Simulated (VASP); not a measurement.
P:

```
P
1.0
     1.75394   -1.85013    0.00000
     1.75394    1.85013    0.00000
     0.00000    0.00000    2.84069
P
1
Direct
  0.00000 0.00000 0.00000
```

* Program: VASP 6.6.1
* Task: relaxation of cell and atoms
* Functional: PBE
* Potentials or basis: VASP PAW PBE potentials, release 64 (P)
* Cutoff: 600 eV
* k mesh: 6 × 6 × 6
* Occupations: gaussian, width 0.1 eV
* Spin: no spin polarisation

At the start: pressure -13.0 GPa; volume 18.44 Å³/atom.

**Question.** How do energy, volume and symmetry change on relaxing?

**Answer.** Over 8 steps the energy falls by 228.9 meV/atom and the volume is 14.60 Å³/atom (-20.8 %); space group P4/mmm (No. 123, to 0.05 Å).

Step by step:
```csv
step,energy change (eV),largest force (eV/Å),pressure (GPa),volume (Å³)
1,0.0000,0.0000,-12.96,18.44
2,-0.1984,0.0000,0.53,14.73
3,-0.1988,0.0000,1.73,14.59
4,-0.2158,0.0000,6.04,13.95
5,-0.2243,0.0000,3.34,14.23
6,-0.2276,0.0000,-1.79,14.81
7,-0.2287,0.0000,-0.18,14.61
8,-0.2289,0.0000,-0.05,14.60
```

Final structure:
```
P
1.0
     1.70912   -1.71288    0.00000
     1.70912    1.71288    0.00000
     0.00000    0.00000    2.49352
P
1
Direct
  0.00000 0.00000 0.00000
```

Caveat: the k points lie up to 0.43 Å⁻¹ apart in the final cell; the volume moved by over 15 % at a fixed basis, so the end points are rough.
